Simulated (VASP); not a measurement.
# Rh (Immm) in VASP: a series of runs

The runs below take Rh through single point, with PBEsol.

Everything below comes from runs of VASP 6.6.1. Logs are shortened: lines on timing, memory, paths and dates and some standing lists are left out, and cuts for length are marked.

## 1. The cell of the first run

Symmetry: Immm, No. 71, orthorhombic system. The conventional cell has a = 2.619 Å, b = 2.676 Å, c = 3.813 Å, α = 90.00°, β = 90.00°, γ = 90.00°. Rh (site symmetry mmm) has 12 Rh at 2.62 to 2.68 Å within 3.5 Å.

## 2. Single point, PBEsol (uniaxial strain along a: -2.0 %, then relaxed in part)

INCAR

```
SYSTEM = Rh
PREC = Accurate ; ENCUT = 520
EDIFF = 1E-7 ; ISMEAR = 0
SIGMA = 0.1 ; LREAL = .False.
LASPH = .True. ; NELM = 80
ALGO = Fast ; ISIF = 2
LWAVE = .False. ; LCHARG = .False.
GGA = PS ; NBANDS = 22
```

KPOINTS

```
Automatic mesh
0
Gamma
  20 20 14
  0 0 0
```

POSCAR

```
Rh
1.0
    1.8522012610      1.8522012610      0.0000000000
   -1.8924614599      1.8924614599      0.0000000000
    0.0000000000      0.0000000000      3.8126784233
Rh
2
Direct
    0.0000000000      0.0000000000      0.0000000000
    0.5000000000      0.5000000000      0.5000000000
```

Potentials or basis: VASP PAW PBE potentials, release 64 (Rh_pv).

Run with:

```
> cat potpaw_PBE.64/Rh_pv/POTCAR > POTCAR
> mpirun -np 1 vasp_std > vasp.out
```

OUTCAR:

```text
SYSTEM = Rh
   PREC = Accurate
   ENCUT = 520
   EDIFF = 1E-7
   ISMEAR = 0
   LREAL = .False.
   LASPH = .True.
   NELM = 80
   ISIF = 2
   GGA = PS

 ion  position               nearest neighbor table
   1  0.000  0.000  0.000-   2 2.67   2 2.67   2 2.67   2 2.67   2 2.67   2 2.67   2 2.67   2 2.67

   2  0.500  0.500  0.500-   1 2.67   1 2.67   1 2.67   1 2.67   1 2.67   1 2.67   1 2.67   1 2.67

  LATTYP: Found a simple orthorhombic cell.
 ALAT       =     2.6194081436
 B/A-ratio  =     1.0217364062
 C/A-ratio  =     1.4555495800

  Lattice vectors:

 A1 = (   1.8522012610,   1.8522012610,   0.0000000000)
 A2 = (  -1.8924614599,   1.8924614599,   0.0000000000)
 A3 = (   0.0000000000,   0.0000000000,   3.8126784233)

Analysis of symmetry for initial positions (statically):
=====================================================================
 Subroutine PRICEL returns following result:

  LATTYP: Found a body centered orthorhombic cell.
 ALAT       =     2.6194081436
 B/A-ratio  =     1.0217364062
 C/A-ratio  =     1.4555495800

  Lattice vectors:

 A1 = (   0.0201300994,  -1.8723313605,  -1.9063392117)
 A2 = (  -0.0201300994,   1.8723313605,  -1.9063392116)
 A3 = (   1.8723313605,  -0.0201300995,   1.9063392117)

   2 primitive cells build up your supercell.

 Routine SETGRP: Setting up the symmetry group for a
 simple orthorhombic supercell.

 Subroutine GETGRP returns: Found  8 space group operations
 (whereof  8 operations were pure point group operations)
 out of a pool of  8 trial point group operations.

The static configuration has the point symmetry D_2h.

Analysis of symmetry for dynamics (positions and initial velocities):
=====================================================================
 Subroutine PRICEL returns following result:

  LATTYP: Found a body centered orthorhombic cell.
 ALAT       =     2.6194081436
 B/A-ratio  =     1.0217364062
 C/A-ratio  =     1.4555495800

  Lattice vectors:

 A1 = (   0.0201300994,  -1.8723313605,  -1.9063392117)
 A2 = (  -0.0201300994,   1.8723313605,  -1.9063392116)
 A3 = (   1.8723313605,  -0.0201300995,   1.9063392117)

   2 primitive cells build up your supercell.

 Routine SETGRP: Setting up the symmetry group for a
 simple orthorhombic supercell.

 Subroutine GETGRP returns: Found  8 space group operations
 (whereof  8 operations were pure point group operations)
 out of a pool of  8 trial point group operations.

The dynamic configuration has the point symmetry D_2h.

 Subroutine INISYM returns: Found  8 space group operations
 (whereof  8 operations are pure point group operations),
 and found     2 'primitive' translations

----------------------------------------------------------------------------------------

                                     Primitive cell

  volume of cell :      13.3643

  direct lattice vectors                    reciprocal lattice vectors
     0.020130099 -1.872331360 -1.906339212     0.264206173 -0.264206173 -0.262282807
    -0.020130099  1.872331360 -1.906339212     0.269949066  0.269949066 -0.262282807
     1.872331360 -0.020130099  1.906339212     0.534155239  0.005742893  0.000000000

  length of vectors
     2.672107620  2.672107620  2.672107620     0.456510761  0.463181678  0.534186110

  position of ions in fractional coordinates (direct lattice)
     0.000000000  0.000000000  0.000000000

  ion indices of the primitive-cell ions
   primitive index   ion index
                 1           1

----------------------------------------------------------------------------------------

 KPOINTS: Automatic mesh

Automatic generation of k-mesh.
 Grid dimensions read from file:
 generate k-points for:   20   20   14

 Generating k-lattice:

  Cartesian coordinates                     Fractional coordinates (reciprocal lattice)
     0.013497453  0.013497453  0.000000000     0.050000000  0.000000000  0.000000000
    -0.013210309  0.013210309  0.000000000     0.000000000  0.050000000  0.000000000
     0.000000000  0.000000000  0.018734486     0.000000000  0.000000000  0.071428571

  Length of vectors
     0.019088281  0.018682198  0.018734486

  Shift w.r.t. Gamma in fractional coordinates (k-lattice)
     0.000000000  0.000000000  0.000000000

 Subroutine IBZKPT returns following result:
 ===========================================

 Found    968 irreducible k-points:

 Following reciprocal coordinates:
            Coordinates               Weight
  0.000000  0.000000  0.000000      1.000000
  0.050000  0.000000  0.000000      2.000000
  0.100000  0.000000  0.000000      2.000000
  0.150000  0.000000  0.000000      2.000000
  0.200000  0.000000  0.000000      2.000000
  0.250000  0.000000  0.000000      2.000000
[... 16 lines left out ...]
  0.000000  0.100000  0.000000      2.000000
  0.050000  0.100000  0.000000      4.000000
 [... further k-points ...]
   k-points           NKPTS =    968   k-points in BZ     NKDIM =    968   number of bands    NBANDS=     22
   number of dos      NEDOS =    301   number of ions     NIONS =      2
   total plane-waves  NPLWV =  11200
   dimension x,y,z NGX =    20 NGY =   20 NGZ =   28
   dimension x,y,z NGXF=    40 NGYF=   40 NGZF=   56
   ions per type =               2
   NGX,Y,Z   is equivalent  to a cutoff of  12.69, 12.42, 12.21 a.u.
   NGXF,Y,Z  is equivalent  to a cutoff of  25.39, 24.85, 24.42 a.u.
 SYSTEM =  Rh
   PREC   = accura    normal or accurate (medium, high low for compatibility)
   ISTART =      0    job   : 0-new  1-cont  2-samecut
   ICHARG =      2    charge: 1-file 2-atom 10-const
   ISPIN  =      1    spin polarized calculation?
   LNONCOLLINEAR =      F non collinear calculations
   LSORBIT =      F    spin-orbit coupling
   LASPH  =      T    aspherical Exc in radial PAW
   ENCUT  =  520.0 eV  38.22 Ry    6.18 a.u.   4.87  4.98  7.09*2*pi/ulx,y,z
   NELM   =     80;   NELMIN=  2; NELMDL= -5     # of ELM steps
   EDIFF  = 0.1E-06   stopping-criterion for ELM
   LREAL  =      F    real-space projection
   EDIFFG = 0.1E-05   stopping-criterion for IOM
   NSW    =      0    number of steps for IOM
   IBRION =     -1    ionic relax: 0-MD 1-quasi-New 2-CG
   NFREE  =      0    steps in history (QN), initial steepest desc. (CG)
   ISIF   =      2    stress and relaxation
   ISYM   =      2    0-nonsym 1-usesym 2-fastsym
   POTIM  = 0.5000    time-step for ionic-motion
   TEBEG  =    0.0;   TEEND  =   0.0 temperature during run
   PSTRESS=    0.0 pullay stress
   NELECT =      30.0000    total number of electrons
   NUPDOWN=      -1.0000    fix difference up-down
   EMIN   =  10.00;   EMAX   =-10.00  energy-range for DOS
   EFERMI =   0.00;   METHOD = LEGACY
   ISMEAR =     0;   SIGMA  =   0.10  broadening in eV -4-tet -1-fermi 0-gaus
   EFERMI_NEDOS =   21; number of points for ismear=-14 and -15
   IALGO  =     68    algorithm
   IMIX   =      4    mixing-type and parameters
     AMIX     =   0.40;   BMIX     =  1.00
     AMIX_MAG =   1.60;   BMIX_MAG =  1.00
  volume/ion in A,a.u.               =      13.36        90.19
  Fermi-wavevector in a.u.,A,eV,Ry     =   1.701336  3.215059 39.382669  2.894545
  Thomas-Fermi vector in A             =   2.781307
   LORBIT       =      0    0 simple, 1 ext, 2 COOP (PROOUT), +10 PAW based schemes
   GGA     = PS    functional components
   LHFCALC =     F    Hartree Fock is set to
   AEXX    =    0.0000 exact exchange contribution
   IVDW    =     0    specifies the selected vdW correction
   LEPSILON=     F    determine dielectric tensor
   LRPA    =     F    only Hartree local field effects (RPA)
 non-spin polarized calculation
 RMM-DIIS sequential band-by-band and
 Gauss-broadening in eV      SIGMA  =   0.10
  energy-cutoff  :      520.00
  volume of cell :       26.73
 maximum number of plane-waves:       738
 NGX is ok and might be reduce to    20
   NGX =  9   NGY =  9   NGZ = 15

 number of electron      30.0000003 magnetization

 Free energy of the ion-electron system (eV)
  ---------------------------------------------------
  ext. energy  EPLUGINS =         0.00000000
  ---------------------------------------------------
  free energy    TOTEN  =       -16.26615243 eV

  energy without entropy =      -16.25428949  energy(sigma->0) =      -16.26022096

 E-fermi :  12.2801     XC(G=0): -14.4013

 val. band max:       12.2785039211   @ k =   0.4000   0.0000   0.3571
 cond. band min:      12.2804502012   @ k =   0.4000   0.4000   0.0714
 fundamental gap:      0.0019462801
 Fermi energy:        12.2801498045

 k-point     1 :       0.0000    0.0000    0.0000
  band No.  band energies     occupation
      1     -34.8637      2.00000
      2     -34.3915      2.00000
      3     -34.3612      2.00000
      4     -34.1064      2.00000
      5     -34.1014      2.00000
      6     -34.0900      2.00000
[... 14 lines left out ...]
     21      26.3278      0.00000
     22      28.1922      0.00000

 k-point     2 :       0.0500    0.0000    0.0000
  band No.  band energies     occupation
      1     -34.8580      2.00000
      2     -34.3887      2.00000
      3     -34.3722      2.00000
      4     -34.1098      2.00000
      5     -34.1047      2.00000
      6     -34.1021      2.00000
[... 14 lines left out ...]
     21      26.0250      0.00000
     22      28.3048      0.00000

 k-point     3 :       0.1000    0.0000    0.0000
  band No.  band energies     occupation
      1     -34.8409      2.00000
      2     -34.4042      2.00000
      3     -34.3803      2.00000
      4     -34.1472      2.00000
      5     -34.1202      2.00000
      6     -34.1042      2.00000
[... 14 lines left out ...]
     21      26.1223      0.00000
     22      28.6272      0.00000
[... 476 lines left out ...]
 k-point    23 :       0.0000    0.1000    0.0000
  band No.  band energies     occupation
      1     -34.8419      2.00000
      2     -34.4246      2.00000
      3     -34.3514      2.00000
      4     -34.1495      2.00000
      5     -34.1213      2.00000
      6     -34.0934      2.00000
[... 14 lines left out ...]
     21      26.9054      0.00000
     22      28.5743      0.00000

 k-point    24 :       0.0500    0.1000    0.0000
  band No.  band energies     occupation
      1     -34.8363      2.00000
      2     -34.4235      2.00000
      3     -34.3608      2.00000
      4     -34.1533      2.00000
      5     -34.1245      2.00000
      6     -34.1047      2.00000
[... 14 lines left out ...]
     21      26.5768      0.00000
     22      28.6872      0.00000

 [... further k-points ...]

------------------------ aborting loop because EDIFF is reached ----------------------------------------

  FORCE on cell =-STRESS in cart. coord.  units (eV):
  Direction    XX          YY          ZZ          XY          YZ          ZX
  --------------------------------------------------------------------------------------
  -------------------------------------------------------------------------------------
  Total        0.8212594      0.8212594     -0.0060679      0.8289402      0.0000000      0.0000000
  in kB       49.2283783     49.2283783     -0.3637239     49.6887845      0.0000000      0.0000000
  external PRESSURE =      32.6976776 kB  Pullay stress =       0.0000000 kB

 VOLUME and BASIS-vectors are now :
 -----------------------------------------------------------------------------
  energy-cutoff  :      520.00
  volume of cell :       26.73
      direct lattice vectors                 reciprocal lattice vectors
     1.852201261  1.852201261  0.000000000     0.269949066  0.269949066  0.000000000
    -1.892461460  1.892461460  0.000000000    -0.264206173  0.264206173  0.000000000
     0.000000000  0.000000000  3.812678423     0.000000000  0.000000000  0.262282807

 POSITION                                       TOTAL-FORCE (eV/Angst)
 -----------------------------------------------------------------------------------
      0.00000      0.00000      0.00000         0.000000     -0.000000     -0.000000
     -0.02013      1.87233      1.90634        -0.000000      0.000000      0.000000
 -----------------------------------------------------------------------------------
    total drift:                               -0.000000      0.000000      0.000000

  FREE ENERGIE OF THE ION-ELECTRON SYSTEM (eV)
  ---------------------------------------------------
  free  energy   TOTEN  =       -16.2661524263 eV

  energy  without entropy=      -16.2542894862  energy(sigma->0) =      -16.26022096
```

Wall time 4.3 min (1 thread of AMD EPYC 9R45 (Zen 5), shared host); peak memory 0.46 GiB.

What came out:

| Quantity | Value |
| --- | --- |
| Free energy | -16.2662 eV |
| Pressure | 3.3 GPa |
| Band gap on the k mesh | zero (bands 15 and 16 overlap by 2.62 eV) |

Caveat: the cell differs from its parent crystal (uniaxial strain along a: -2.0 %, then relaxed in part); the cell stands under pressure; the PAW data sets were made with another functional, which shifts forces and pressure a little.

## 3. Single point, PBEsol (uniaxial strain along a: -2.0 %)

INCAR

```
SYSTEM = Rh
ALGO = Fast
EDIFF = 1E-7
ENCUT = 520
GGA = PS
ISIF = 2
ISMEAR = 0
LASPH = .TRUE.
LCHARG = .FALSE.
LREAL = .FALSE.
LWAVE = .FALSE.
NBANDS = 22
NELM = 100
PREC = Accurate
SIGMA = 0.1
```

KPOINTS

```
k-points
0
G
  20 20 14
  0 0 0
```

POSCAR

```
Rh
1.0
    1.8522012610      1.8522012610      0.0000000000
   -1.8994512932      1.8994512932      0.0000000000
    0.0000000000      0.0000000000      3.7989025864
Rh
2
Direct
    0.0000000000      0.0000000000      0.0000000000
    0.5000000000      0.5000000000      0.5000000000
```

Potentials or basis: VASP PAW PBE potentials, release 64 (Rh_pv).

Run with:

```
> cat potpaw_PBE.64/Rh_pv/POTCAR > POTCAR
> mpirun -np 1 vasp_std > vasp.out
```

It took 4.1 min on 1 thread of AMD EPYC 9R45 (Zen 5), shared host; peak memory 0.47 GiB.

The run converged. Its results:

* Free energy: -16.2655 eV
* Pressure: 3.3 GPa
* Band gap on the k mesh: zero (bands 15 and 16 overlap by 2.59 eV)

Stress tensor (GPa, compression positive):
```
4.46 5.72 0.00
5.72 4.46 0.00
0.00 0.00 0.90
```

Levels at points of the mesh, in eV from the Fermi level:
```tsv
k point	band 13	band 14	band 15	band 16	band 17	band 18
(0.00, 0.00, 0.00)	-1.10	-0.93	0.61	1.03	1.05	3.04
(0.50, 0.00, 0.00)	-2.14	-2.14	-1.18	-1.18	3.46	3.46
(0.00, 0.50, 0.00)	-1.79	-1.79	-1.04	-1.04	3.00	3.00
(0.50, 0.50, 0.00)	0.98	0.98	1.13	1.13	3.32	3.32
(0.00, 0.00, 0.50)	-1.60	-1.60	-1.39	-1.39	-0.21	-0.21
(0.50, 0.00, 0.50)	0.53	0.53	0.75	0.75	0.76	0.76
(0.00, 0.50, 0.50)	0.49	0.49	0.54	0.54	0.63	0.63
(0.50, 0.50, 0.50)	-1.28	-1.28	1.12	1.12	9.76	9.76
```

Caveat: the cell differs from its parent crystal (uniaxial strain along a: -2.0 %); the cell stands under pressure; the PAW data sets were made with another functional, which shifts forces and pressure a little.

## 4. Single point, PBEsol (uniaxial strain along a: -1.0 %, then relaxed in part)

INCAR

```
SYSTEM = Rh
ALGO = Fast ; EDIFF = 1E-6
ENCUT = 520 ; GGA = PS
ISIF = 2 ; ISMEAR = 0
LASPH = .TRUE. ; LCHARG = .FALSE.
LREAL = .FALSE. ; LWAVE = .FALSE.
NBANDS = 22 ; NELM = 60
PREC = Accurate ; SIGMA = 0.1
```

KPOINTS is that of step 3.

POSCAR

```
Rh
1.0
    1.8711012739      1.8711012739      0.0000000000
   -1.8910346725      1.8910346725      0.0000000000
    0.0000000000      0.0000000000      3.7969914898
Rh
2
Direct
    0.0000000000      0.0000000000      0.0000000000
    0.5000000000      0.5000000000      0.5000000000
```

Run with:

```
> cat potpaw_PBE.64/Rh_pv/POTCAR > POTCAR
> mpirun -np 1 vasp_std > vasp.out
```

Run time: 3.4 min. Hardware: 1 thread of AMD EPYC 9R45 (Zen 5), shared host; peak memory 0.46 GiB.

Results (log left out):

```
Free energy            : -16.2785 eV
Pressure               : 1.4 GPa
Band gap on the k mesh : zero (bands 15 and 16 overlap by 2.56 eV)
```

Stress tensor (GPa, compression positive):
```
 2.17  2.33  0.00
 2.33  2.17  0.00
 0.00  0.00 -0.15
```

Levels at points of the mesh, in eV from the Fermi level:
```tsv
k point	band 12	band 13	band 14	band 15	band 16	band 17	band 18	band 19
(0.00, 0.00, 0.00)	-3.10	-1.08	-0.95	0.59	1.03	1.03	3.08	12.35
(0.50, 0.00, 0.00)	-3.56	-2.03	-2.03	-1.15	-1.15	3.28	3.28	13.40
(0.00, 0.50, 0.00)	-3.63	-1.88	-1.88	-1.09	-1.09	3.09	3.09	13.30
(0.50, 0.50, 0.00)	0.58	0.99	0.99	1.09	1.09	3.28	3.28	12.62
(0.00, 0.00, 0.50)	-2.08	-1.54	-1.54	-1.45	-1.45	-0.22	-0.22	18.44
(0.50, 0.00, 0.50)	-3.28	0.56	0.56	0.68	0.68	0.69	0.69	8.92
(0.00, 0.50, 0.50)	-3.16	0.57	0.57	0.59	0.59	0.60	0.60	8.75
(0.50, 0.50, 0.50)	-3.92	-1.27	-1.27	1.09	1.09	9.73	9.73	9.75
```

Caveat: the cell differs from its parent crystal (uniaxial strain along a: -1.0 %, then relaxed in part); the PAW data sets were made with another functional, which shifts forces and pressure a little.

[end of part 1 of 2]
